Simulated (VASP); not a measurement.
The system is Bi.

```
Bi
1.0
    -1.98143    1.98143    1.98143
     1.98143   -1.98143    1.98143
     1.98143    1.98143   -1.98143
Bi
1
Direct
  0.00000 0.00000 0.00000
```

- Program: VASP 6.6.1
- Task: relaxation of cell and atoms
- Functional: LDA
- Potentials or basis: VASP PAW LDA potentials, release 64 (Bi_d)
- Cutoff: 600 eV
- k mesh: 9 × 9 × 9
- Occupations: fermi-dirac, width 0.05 eV
- Spin: no spin polarisation

At the start: pressure -3.2 GPa; volume 31.12 Å³/atom.

Problem. How do energy, volume and symmetry change on relaxing?

Solution. Over 3 steps the energy falls by 17.7 meV/atom and the volume is 29.42 Å³/atom (-5.5 %); space group Im-3m (No. 229, to 0.05 Å).

Step by step:
| step | energy change (eV) | largest force (eV/Å) | pressure (GPa) | volume (Å³) |
| --- | --- | --- | --- | --- |
| 1 | 0.0000 | 0.0000 | -3.17 | 31.12 |
| 2 | -0.0108 | 0.0000 | 2.26 | 28.42 |
| 3 | -0.0177 | 0.0000 | 0.02 | 29.42 |

Final structure:
```
Bi
1.0
    -1.94465    1.94465    1.94465
     1.94465   -1.94465    1.94465
     1.94465    1.94465   -1.94465
Bi
1
Direct
  0.00000 0.00000 0.00000
```
